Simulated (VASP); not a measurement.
Crystal: AlP.

```
Al P
1.0
     0.00000    2.72550    2.72550
     2.72550    0.00000    2.72550
     2.72550    2.72550    0.00000
Al P
1 1
Direct
  0.00000 0.00000 0.00000
  0.25000 0.25000 0.25000
```

Base run:

* Program: VASP 6.6.1
* Functional: BLYP
* Potentials or basis: VASP PAW PBE potentials, release 64 (Al, P)
* Cutoff: 500 eV
* k mesh: 8 × 8 × 8
* Occupations: gaussian, width 0.01 eV
* Spin: no spin polarisation

Its results: band gap on the k mesh 1.83 eV, indirect (least direct gap 3.44 eV); pressure 5.3 GPa.

The run is repeated on the same cell with these changes: functional from BLYP to LDA; potentials or basis from VASP PAW PBE potentials, release 64 (Al, P) to VASP PAW LDA potentials, release 64 (Al, P). What comes out?

Band gap on the k mesh 1.43 eV, indirect (least direct gap 3.16 eV); pressure -0.8 GPa.

Caveats: the PAW data sets were made with another functional, which shifts forces and pressure a little (some runs).

A k mesh can miss the band edges.
